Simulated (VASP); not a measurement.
# Rh (Fm-3m) in VASP: settings compared, part 2 of 2

VASP 6.6.1.

## (6) Single point, PBEsol

This run uses another cell than the first one, of 13.28 Å³/atom, 0.971 times its volume.

INCAR

```
PREC = Accurate ; ENCUT = 520
EDIFF = 1E-6 ; ISMEAR = -1
SIGMA = 0.05 ; LREAL = F
LASPH = T ; NELM = 80
ALGO = Normal ; ISIF = 2
LWAVE = F ; LCHARG = F
GGA = PS ; NBANDS = 14
```

KPOINTS

```
regular mesh
0
Gamma
  12 12 12
```

POSCAR

```
Rh
1.0
    0.0000000000      1.8795144268      1.8795144268
    1.8795144268      0.0000000000      1.8795144268
    1.8795144268      1.8795144268      0.0000000000
Rh
1
Direct
    0.0000000000      0.0000000000      0.0000000000
```

Potentials or basis: VASP PAW PBE potentials, release 64 (Rh_pv).

Launch:

```
$ cat potpaw_PBE.64/Rh_pv/POTCAR > POTCAR
$ mpirun -np 1 vasp_std > vasp.out
```

OUTCAR:

```text
PREC = Accurate
   ENCUT = 520
   EDIFF = 1E-6
   ISMEAR = -1
   LREAL = F
   LASPH = T
   NELM = 80
   ISIF = 2
   GGA = PS

 ion  position               nearest neighbor table
   1  0.000  0.000  0.000-

  LATTYP: Found a face centered cubic cell.
 ALAT       =     3.7590288536

  Lattice vectors:

 A1 = (   0.0000000000,   1.8795144268,   1.8795144268)
 A2 = (   1.8795144268,   0.0000000000,   1.8795144268)
 A3 = (   1.8795144268,   1.8795144268,   0.0000000000)

Analysis of symmetry for initial positions (statically):
[... 575 lines left out ...]
      6       9.7585      2.00000
      7      10.1971      2.00000
      8      12.6727      0.01241
      9      16.6147      0.00000
     10      21.4165      0.00000
     11      28.5782      0.00000
     12      31.5112      0.00000
     13      32.6409      0.00000
     14      33.2915      0.00000

 [... further k-points ...]
[... 5 lines left out ...]
  --------------------------------------------------------------------------------------
  -------------------------------------------------------------------------------------
  Total        0.4051119      0.4051119      0.4051119      0.0000000      0.0000000      0.0000000
  in kB       48.8785791     48.8785791     48.8785791      0.0000000      0.0000000      0.0000000
  external PRESSURE =      48.8785791 kB  Pullay stress =       0.0000000 kB

 VOLUME and BASIS-vectors are now :
 -----------------------------------------------------------------------------
  energy-cutoff  :      520.00
  volume of cell :       13.28
      direct lattice vectors                 reciprocal lattice vectors
     0.000000000  1.879514427  1.879514427    -0.266026157  0.266026157  0.266026157
     1.879514427  0.000000000  1.879514427     0.266026157 -0.266026157  0.266026157
     1.879514427  1.879514427  0.000000000     0.266026157  0.266026157 -0.266026157

 POSITION                                       TOTAL-FORCE (eV/Angst)
 -----------------------------------------------------------------------------------
      0.00000      0.00000      0.00000        -0.000000     -0.000000      0.000000
 -----------------------------------------------------------------------------------
    total drift:                                0.000000      0.000000      0.000000

  FREE ENERGIE OF THE ION-ELECTRON SYSTEM (eV)
  ---------------------------------------------------
  free  energy   TOTEN  =        -8.1429779438 eV

  energy  without entropy=       -8.1352704902  energy(sigma->0) =       -8.13912422
```

OSZICAR:

```text
N       E                     dE             d eps       ncg     rms          rms(c)
DAV:   1     0.121336215052E+03    0.12134E+03   -0.86034E+03  2016   0.115E+03
DAV:   2    -0.716263914779E+01   -0.12850E+03   -0.12285E+03  2208   0.345E+02
DAV:   3    -0.877354220084E+01   -0.16109E+01   -0.16089E+01  2448   0.425E+01
DAV:   4    -0.877907097284E+01   -0.55288E-02   -0.55286E-02  2256   0.257E+00
DAV:   5    -0.877911576916E+01   -0.44796E-04   -0.44795E-04  2322   0.205E-01    0.120E+01
DAV:   6    -0.817326203081E+01    0.60585E+00   -0.94831E-01  2130   0.138E+01    0.385E+00
DAV:   7    -0.814820717862E+01    0.25055E-01   -0.24039E-02  2310   0.197E+00    0.170E+00
DAV:   8    -0.814323032079E+01    0.49769E-02   -0.45833E-03  2124   0.937E-01    0.276E-01
DAV:   9    -0.814297303084E+01    0.25729E-03   -0.15451E-04  2106   0.175E-01    0.224E-02
DAV:  10    -0.814297769283E+01   -0.46620E-05   -0.23301E-06  2166   0.186E-02    0.577E-03
DAV:  11    -0.814297794381E+01   -0.25098E-06   -0.43910E-07  1092   0.935E-03
   1 F= -.81429779E+01 E0= -.81391242E+01  d E =-.770745E-02
```

stdout:

```text
POSCAR found type information on POSCAR Rh
 POSCAR found :  1 types and       1 ions
 scaLAPACK will be used
 -----------------------------------------------------------------------------
|                                                                             |
|                                                                             |
|     You enforced a specific xc type in the INCAR file but a different       |
|     I HOPE YOU KNOW WHAT YOU ARE DOING!                                     |
|                                                                             |
 -----------------------------------------------------------------------------

 LDA part: xc-table for (Slater+PW92), standard interpolation
 POSCAR, INCAR and KPOINTS ok, starting setup
 FFT: planning ... GRIDC
 FFT: planning ... GRID_SOFT
 FFT: planning ... GRID
 WAVECAR not read
 entering main loop
```

Run time: 6.5 s. Hardware: 1 thread of Intel Xeon 6975P-C (Granite Rapids), shared host; peak memory 0.13 GiB.

What came out:

```yaml
Free_energy: -8.1430 eV
Pressure: 4.9 GPa
```

Levels at points of the mesh, in eV from the Fermi level:
```
           k point  band 4  band 5  band 6  band 7  band 8  band 9  band 10  band 11
(0.00, 0.00, 0.00)   -8.33   -3.29   -3.29   -3.29   -1.06   -1.06    15.89    20.21
(0.50, 0.00, 0.00)   -6.48   -3.37   -3.37    0.59    0.59    0.60     8.93    15.41
(0.50, 0.50, 0.00)   -6.71   -6.32    0.57    1.03    1.03    3.21    12.66    13.42
```

Caveat: the PAW data sets were made with another functional, which shifts forces and pressure a little.

## (7) The runs side by side

| level | potentials or basis | cell | gap on the mesh (eV) | pressure (GPa) |
| --- | --- | --- | --- | --- |
| PBE | VASP PAW PBE potentials, release 64 (Rh_pv) | a = 2.684 Å, angles 60.0°, 1 atom | none | 7.3 |
| PBE | VASP PAW PBE potentials, release 64 (Rh_pv) | a = 2.702 Å, angles 60.0°, 1 atom | none | 1.7 |
| LDA | VASP PAW LDA potentials, release 64 (Rh_pv) | a = 2.719 Å, angles 60.0°, 1 atom | none | -18.5 |
| PBEsol | VASP PAW PBE potentials, release 64 (Rh_pv) | a = 2.600 Å, angles 60.0°, 1 atom | none | 29.9 |
| PBEsol | VASP PAW PBE potentials, release 64 (Rh_pv) | a = 2.658 Å, angles 60.0°, 1 atom | none | 4.9 |

Alike in all rows: task single point; no spin polarisation; k mesh 12 × 12 × 12; cutoff (eV) 520; smearing fermi-dirac 0.05 eV.

Caveats: the PAW data sets were made with another functional, which shifts forces and pressure a little (some runs).

Total energies depend on the potentials used, so only differences within one code and one set of settings carry meaning.
